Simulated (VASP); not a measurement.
**CdS: single point with PBE**

CdS:

```
Cd S
1.0
     0.00000    2.93921    2.93921
     2.93921    0.00000    2.93921
     2.93921    2.93921    0.00000
Cd S
1 1
Cartesian
  0.0000 0.0000 0.0000
  1.4696 1.4696 1.4696
```

| Item | Value |
| --- | --- |
| Program | VASP 6.6.1 |
| Task | single point |
| Functional | PBE |
| Potentials or basis | VASP PAW PBE potentials, release 64 (Cd, S) |
| Cutoff | 520 eV |
| k mesh | 6 × 6 × 6 |
| Occupations | gaussian, width 0.01 eV |
| Spin | no spin polarisation |

```yaml
Pressure: 1.7 GPa
Band_gap_on_the_k_mesh: 1.10 eV, direct
```

Levels at points of the mesh, in eV from the valence-band top:
```tsv
k point	band 7	band 8	band 9	band 10	band 11	band 12
(0.00, 0.00, 0.00)	0.00	0.00	0.00	1.10	6.55	6.55
(0.50, 0.00, 0.00)	-4.26	-0.72	-0.72	2.98	7.01	7.01
(0.50, 0.50, 0.00)	-3.85	-1.80	-1.80	3.59	4.32	9.14
```

It took 6.5 s on 1 thread of Intel(R) Xeon(R) 6975P-C (Granite Rapids), with other jobs on the host, peak memory 0.18 GiB.

PBE gaps usually lie below the measured ones, often by a third to a half.
